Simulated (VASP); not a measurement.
# LiH in VASP: single point with PBE

Aim: the single point of LiH with PBE.

All numbers are computed with VASP 6.6.1; they aren't measurements. Logs are shortened: lines on timing, memory, paths and dates and some standing lists are left out, and cuts for length are marked.

## 1. The cell of the first run

The cell holds a sheet with vacuum, 4 atoms: a = 5.332 Å, b = 2.677 Å, c = 23.800 Å, α = 90.00°, β = 90.00°, γ = 88.26°.

## 2. Single point, PBE

Input file INCAR:

```
  PREC = Accurate
  ENCUT = 650
  EDIFF = 1E-6
  ISMEAR = 0
  SIGMA = 0.1
  LREAL = False
  LASPH = True
  NELM = 120
  ALGO = Normal
  ISIF = 2
  LWAVE = False
  LCHARG = False
  LDIPOL = True
  IDIPOL = 3
  DIPOL = 0.5 0.5 0.294
  GGA = PE
  NBANDS = 12
  GGA_COMPAT = False
  NELMDL = -8
```

Input file KPOINTS:

```
Automatic mesh
0
Gamma
  4 6 1
```

Input file POSCAR:

```
LiH
1.0
    5.3317022451      0.0813518282      0.0000000000
    0.0406759141      2.6771486506      0.0000000000
    0.0000000000      0.0000000000     23.8000000000
Li H
2 2
Direct
    0.2558410037      0.5090866939      0.2949406500
    0.7552549272      0.4562090102      0.2866544396
   -0.0022359726     -0.0067899186      0.3007633039
    0.4911400417      0.0414942145      0.2941121949
```

Potentials or basis: VASP PAW PBE potentials, release 64 (Li_sv, H).

Started as:

```console
cat potpaw_PBE.64/Li_sv/POTCAR potpaw_PBE.64/H/POTCAR > POTCAR
mpirun -np 1 vasp_std > vasp.out
```

OUTCAR:

```text
PREC = Accurate
   ENCUT = 650
   EDIFF = 1E-6
   ISMEAR = 0
   LREAL = False
   LASPH = True
   NELM = 120
   ISIF = 2
   GGA = PE
   NELMDL = -8

 ion  position               nearest neighbor table
   1  0.256  0.509  0.295-   4 1.75
   2  0.755  0.456  0.287-
   3  0.998  0.993  0.301-
   4  0.491  0.041  0.294-   1 1.75

  LATTYP: Found a simple monoclinic cell.
 ALAT       =     2.6774576425
 B/A-ratio  =     8.8890295115
 C/A-ratio  =     1.9915619814
 COS(beta)  =    -0.0304448212

  Lattice vectors:

 A1 = (   0.0406759141,   2.6771486506,   0.0000000000)
 A2 = (   0.0000000000,   0.0000000000, -23.8000000000)
 A3 = (  -5.3317022451,  -0.0813518282,   0.0000000000)

Analysis of symmetry for initial positions (statically):
=====================================================================
 Subroutine PRICEL returns:
 Original cell was already a primitive cell.

 Routine SETGRP: Setting up the symmetry group for a
 simple monoclinic supercell.

 Subroutine GETGRP returns: Found  1 space group operations
 (whereof  1 operations were pure point group operations)
 out of a pool of  4 trial point group operations.

The static configuration has the point symmetry C_1 .

Analysis of symmetry for dynamics (positions and initial velocities):
=====================================================================
 Subroutine PRICEL returns:
 Original cell was already a primitive cell.

 Routine SETGRP: Setting up the symmetry group for a
 simple monoclinic supercell.

 Subroutine GETGRP returns: Found  1 space group operations
 (whereof  1 operations were pure point group operations)
 out of a pool of  4 trial point group operations.

The dynamic configuration has the point symmetry C_1 .

 Subroutine INISYM returns: Found  1 space group operations
 (whereof  1 operations are pure point group operations),
 and found     1 'primitive' translations

----------------------------------------------------------------------------------------

                                     Primitive cell

  volume of cell :     339.6367

  direct lattice vectors                    reciprocal lattice vectors
     5.331702245  0.081351828  0.000000000     0.187600852 -0.002850360  0.000000000
     0.040675914  2.677148651  0.000000000    -0.005700719  0.373618358  0.000000000
     0.000000000  0.000000000 23.800000000     0.000000000  0.000000000  0.042016807

  length of vectors
     5.332322848  2.677457643 23.800000000     0.187622504  0.373661846  0.042016807

  position of ions in fractional coordinates (direct lattice)
     0.255841004  0.509086694  0.294940650
     0.755254927  0.456209010  0.286654440
     0.997764027  0.993210081  0.300763304
     0.491140042  0.041494214  0.294112195

  ion indices of the primitive-cell ions
   primitive index   ion index
                 1           1
                 2           2
                 3           3
                 4           4

----------------------------------------------------------------------------------------

 KPOINTS: Automatic mesh

Automatic generation of k-mesh.
 Grid dimensions read from file:
 generate k-points for:    4    6    1

 Generating k-lattice:

  Cartesian coordinates                     Fractional coordinates (reciprocal lattice)
     0.046900213 -0.000712590  0.000000000     0.250000000  0.000000000  0.000000000
    -0.000950120  0.062269726  0.000000000    -0.000000000  0.166666667  0.000000000
     0.000000000  0.000000000  0.042016807     0.000000000  0.000000000  1.000000000

  Length of vectors
     0.046905626  0.062276974  0.042016807

  Shift w.r.t. Gamma in fractional coordinates (k-lattice)
     0.000000000  0.000000000  0.000000000

 Subroutine IBZKPT returns following result:
 ===========================================

 Found     14 irreducible k-points:

 Following reciprocal coordinates:
            Coordinates               Weight
  0.000000  0.000000  0.000000      1.000000
  0.250000 -0.000000  0.000000      2.000000
  0.500000 -0.000000  0.000000      1.000000
  0.000000  0.166667  0.000000      2.000000
  0.250000  0.166667  0.000000      2.000000
  0.500000  0.166667  0.000000      2.000000
 -0.250000  0.166667  0.000000      2.000000
  0.000000  0.333333  0.000000      2.000000
  0.250000  0.333333  0.000000      2.000000
  0.500000  0.333333  0.000000      2.000000
 -0.250000  0.333333  0.000000      2.000000
  0.000000  0.500000  0.000000      1.000000
  0.250000  0.500000  0.000000      2.000000
  0.500000  0.500000  0.000000      1.000000
   k-points           NKPTS =     14   k-points in BZ     NKDIM =     14   number of bands    NBANDS=     12
   number of dos      NEDOS =    301   number of ions     NIONS =      4
   total plane-waves  NPLWV = 230400
   dimension x,y,z NGX =    48 NGY =   24 NGZ =  200
   dimension x,y,z NGXF=    96 NGYF=   48 NGZF=  400
   ions per type =               2   2
   NGX,Y,Z   is equivalent  to a cutoff of  14.96, 14.90, 13.97 a.u.
   NGXF,Y,Z  is equivalent  to a cutoff of  29.93, 29.80, 27.94 a.u.
 SYSTEM =  unknown system
   PREC   = accura    normal or accurate (medium, high low for compatibility)
   ISTART =      0    job   : 0-new  1-cont  2-samecut
   ICHARG =      2    charge: 1-file 2-atom 10-const
   ISPIN  =      1    spin polarized calculation?
   LNONCOLLINEAR =      F non collinear calculations
   LSORBIT =      F    spin-orbit coupling
   LASPH  =      T    aspherical Exc in radial PAW
   ENCUT  =  650.0 eV  47.77 Ry    6.91 a.u.  11.08  5.57 49.48*2*pi/ulx,y,z
   NELM   =    120;   NELMIN=  2; NELMDL= -8     # of ELM steps
   EDIFF  = 0.1E-05   stopping-criterion for ELM
   LREAL  =      F    real-space projection
   EDIFFG = 0.1E-04   stopping-criterion for IOM
   NSW    =      0    number of steps for IOM
   IBRION =     -1    ionic relax: 0-MD 1-quasi-New 2-CG
   NFREE  =      0    steps in history (QN), initial steepest desc. (CG)
   ISIF   =      2    stress and relaxation
   ISYM   =      2    0-nonsym 1-usesym 2-fastsym
   POTIM  = 0.5000    time-step for ionic-motion
   TEBEG  =    0.0;   TEEND  =   0.0 temperature during run
   PSTRESS=    0.0 pullay stress
   NELECT =       8.0000    total number of electrons
   NUPDOWN=      -1.0000    fix difference up-down
   EMIN   =  10.00;   EMAX   =-10.00  energy-range for DOS
   EFERMI =   0.00;   METHOD = LEGACY
   ISMEAR =     0;   SIGMA  =   0.10  broadening in eV -4-tet -1-fermi 0-gaus
   EFERMI_NEDOS =   21; number of points for ismear=-14 and -15
   IALGO  =     38    algorithm
   IMIX   =      4    mixing-type and parameters
     AMIX     =   0.40;   BMIX     =  1.00
     AMIX_MAG =   1.60;   BMIX_MAG =  1.00
  volume/ion in A,a.u.               =      84.91       573.00
  Fermi-wavevector in a.u.,A,eV,Ry     =   0.469281  0.886813  2.996343  0.220225
  Thomas-Fermi vector in A             =   1.460732
   LORBIT       =      0    0 simple, 1 ext, 2 COOP (PROOUT), +10 PAW based schemes
   GGA     = PE    functional components
   LHFCALC =     F    Hartree Fock is set to
   AEXX    =    0.0000 exact exchange contribution
   IVDW    =     0    specifies the selected vdW correction
   LEPSILON=     F    determine dielectric tensor
   LRPA    =     F    only Hartree local field effects (RPA)
 non-spin polarized calculation
 Gauss-broadening in eV      SIGMA  =   0.10
  energy-cutoff  :      650.00
  volume of cell :      339.64
 maximum number of plane-waves:     12834
 NGX is ok and might be reduce to    48
   NGX = 23   NGY = 11   NGZ = 99

 dipolmoment           0.000000      0.000000     -0.000003 electrons x Angstroem

 number of electron       8.0000003 magnetization

 dipolmoment           0.000000      0.000000      0.087445 electrons x Angstroem

 Free energy of the ion-electron system (eV)
  ---------------------------------------------------
  ext. energy  EPLUGINS =         0.00000000
  ---------------------------------------------------
  free energy    TOTEN  =       -11.42470673 eV

  energy without entropy =      -11.42470673  energy(sigma->0) =      -11.42470673

 E-fermi :  -2.2255     XC(G=0):  -1.3181

 val. band max:       -2.7313863011   @ k =   0.0000   0.5000   0.0000
 cond. band min:      -1.7837170007   @ k =   0.0000   0.0000   0.0000
 fundamental gap:      0.9476693004
 Fermi energy:        -2.2254546686

 k-point     1 :       0.0000    0.0000    0.0000
  band No.  band energies     occupation
      1     -48.3567      2.00000
      2     -48.1593      2.00000
      3      -7.1284      2.00000
      4      -5.7206      2.00000
      5      -1.7837      0.00000
      6      -0.0563      0.00000
      7       0.3915      0.00000
      8       0.8804      0.00000
      9       1.6877      0.00000
     10       1.7716      0.00000
     11       1.8332      0.00000
     12       3.2177      0.00000

 k-point     2 :       0.2500   -0.0000    0.0000
  band No.  band energies     occupation
      1     -48.3562      2.00000
      2     -48.1598      2.00000
      3      -6.9655      2.00000
      4      -5.9855      2.00000
      5      -1.4608      0.00000
      6       0.2677      0.00000
      7       0.6948      0.00000
      8       1.0991      0.00000
      9       1.2359      0.00000
     10       2.0189      0.00000
     11       2.1060      0.00000
     12       2.2717      0.00000
[... 151 lines left out ...]
 k-point    13 :       0.2500    0.5000    0.0000
  band No.  band energies     occupation
      1     -48.3297      2.00000
      2     -48.1329      2.00000
      3      -5.4385      2.00000
      4      -3.4666      2.00000
      5       1.7739      0.00000
      6       2.1680      0.00000
      7       3.4762      0.00000
      8       3.6669      0.00000
      9       4.1850      0.00000
     10       5.4509      0.00000
     11       5.6056      0.00000
     12       5.8774      0.00000

 k-point    14 :       0.5000    0.5000    0.0000
  band No.  band energies     occupation
      1     -48.3293      2.00000
      2     -48.1333      2.00000
      3      -4.7187      2.00000
      4      -4.5367      2.00000
      5       1.9177      0.00000
      6       2.1080      0.00000
      7       4.3361      0.00000
      8       4.5442      0.00000
      9       4.8148      0.00000
     10       5.0495      0.00000
     11       6.2539      0.00000
     12       6.3545      0.00000

------------------------ aborting loop because EDIFF is reached ----------------------------------------

 vacuum level on the upper side and lower side of the slab       (xc-potential included)         0.536        -0.551

  FORCE on cell =-STRESS in cart. coord.  units (eV):
  Direction    XX          YY          ZZ          XY          YZ          ZX
  --------------------------------------------------------------------------------------
  -------------------------------------------------------------------------------------
  Total        0.3659451      0.3202994     -0.1892853     -0.3807760     -0.0627100      0.0116694
  in kB        1.7262823      1.5109568     -0.8929207     -1.7962448     -0.2958234      0.0550486
  external PRESSURE =       0.7814395 kB  Pullay stress =       0.0000000 kB

 VOLUME and BASIS-vectors are now :
 -----------------------------------------------------------------------------
  energy-cutoff  :      650.00
  volume of cell :      339.64
      direct lattice vectors                 reciprocal lattice vectors
     5.331702245  0.081351828  0.000000000     0.187600852 -0.002850360  0.000000000
     0.040675914  2.677148651  0.000000000    -0.005700719  0.373618358  0.000000000
     0.000000000  0.000000000 23.800000000     0.000000000  0.000000000  0.042016807

 POSITION                                       TOTAL-FORCE (eV/Angst)
 -----------------------------------------------------------------------------------
      1.38478      1.38371      7.01959        -0.200163      0.163920      0.227226
      4.04535      1.28278      6.82238        -0.064500      0.283156      0.459599
      5.36018      2.74014      7.15817         0.026252     -0.098010     -0.389423
      2.62030      0.15104      6.99987         0.238411     -0.349066     -0.297402
 -----------------------------------------------------------------------------------
    total drift:                               -0.000030     -0.000079     -0.000240

  FREE ENERGIE OF THE ION-ELECTRON SYSTEM (eV)
  ---------------------------------------------------
  free  energy   TOTEN  =       -11.4247067273 eV

  energy  without entropy=      -11.4247067273  energy(sigma->0) =      -11.42470673

 vacuum level on the upper side and lower side of the slab         0.881        -0.248
```

Wall time 78 s (1 thread of Intel Xeon 6975P-C (Granite Rapids), shared host); peak memory 0.53 GiB.

Results:

```
Free energy            : -11.4247 eV
Largest force          : 0.544 eV/Å
Band gap on the k mesh : 0.95 eV, indirect (least direct gap 3.94 eV)
```

Forces on the atoms (eV/Å):
```
Li  -0.200  0.164  0.227
Li  -0.065  0.283  0.460
H    0.026 -0.098 -0.389
H    0.238 -0.349 -0.297
```
